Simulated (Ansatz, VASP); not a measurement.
Two plane-wave programs on BC6

```
CELL_PARAMETERS angstrom
4.97300 -0.19666 0.02259
-0.19666 4.92961 -0.10694
0.02259 -0.10694 4.82446
ATOMIC_POSITIONS crystal
C 0.20898 0.88352 0.15908
C 0.27203 0.22208 0.72401
C 0.44584 0.64737 0.47128
C 0.93540 0.54444 0.03078
C 0.69273 0.02636 0.21377
C 0.90812 0.64964 0.52838
C 0.66754 0.50041 0.49089
C 0.46704 0.87992 0.27739
C 0.94458 0.84550 0.28597
C 0.23684 0.95961 0.86705
C 0.54146 0.31605 0.72820
C 0.97861 0.76610 0.84136
B 0.18480 0.52737 0.59172
B 0.72188 0.25993 0.99970
```

Alike in both runs: task single point; functional PBE; k mesh 5 × 5 × 5; occupations fermi-dirac, width 0.2482 eV; no spin polarisation.

|  | VASP | Ansatz |
| --- | --- | --- |
| version | VASP 6.6.1 | Ansatz 0.2.0 |
| potentials or method | VASP PAW PBE potentials, release 64 (C, B), cutoff 520 eV | scalar-relativistic, plane waves, PAW |
| valence electrons in the cell | 54 | 54 |

Ansatz gave:

| Property | Result |
| --- | --- |
| gap on the k mesh at the Fermi level (eV) | none |
| rms of the force components (eV/Å) | 2.603 |

Which values does VASP return?

gap on the k mesh at the Fermi level (eV): none; rms of the force components (eV/Å): 2.607.

Atom by atom the forces differ by 0.023 eV/Å (rms over components). A gap of «none» marks a metal or a gap that the smearing closes.
